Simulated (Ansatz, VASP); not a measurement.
# HfO2: VASP beside Ansatz

```
Hf O
1.0
     3.60430    0.00000    0.00000
     0.00000    3.60430    0.00000
     0.00000    0.00000    5.26397
Hf O
2 4
Direct
  0.50143 0.48819 0.50644
  0.00469 0.99560 0.02482
  0.00145 0.49071 0.68841
  0.52162 0.01101 0.80678
  0.47662 0.99128 0.30142
  0.99420 0.52321 0.17214
```

Change from the starting cell: all atoms moved at random, sigma 0.1 Å a component.

Alike in both runs: task single point; functional PBE; k mesh 6 × 6 × 4; occupations gaussian, width 0.05 eV; no spin polarisation.

|  | VASP | Ansatz |
| --- | --- | --- |
| version | VASP 6.6.1 | Ansatz 0.2.0 |
| potentials or method | VASP PAW PBE potentials, release 64 (Hf_pv, O), cutoff 520 eV | scalar-relativistic, plane waves, PAW |
| valence electrons in the cell | 44 | 76 |

VASP gave:

```
gap on the k mesh at the Fermi level (eV)                     : 4.28
least direct gap on the mesh (eV)                             : 4.39
pressure (GPa)                                                : 2.1
traceless stress, the component that is largest in VASP (GPa) : 7.66
rms of the force components (eV/Å)                            : 1.439
```

Q: Estimate Ansatz's values.

A: gap on the k mesh at the Fermi level (eV): 4.32; least direct gap on the mesh (eV): 4.42; pressure (GPa): 5.1; traceless stress, the component that is largest in VASP (GPa): 7.78; rms of the force components (eV/Å): 1.449.

Atom by atom the forces differ by 0.028 eV/Å (rms over components). The functional is the same, so the differences come from potentials, cutoffs and numerics. VASP's potentials hold 44 valence electrons a cell and Ansatz's 76, so a difference there can come from the potentials and not from the codes.

Spin-orbit coupling is off throughout.
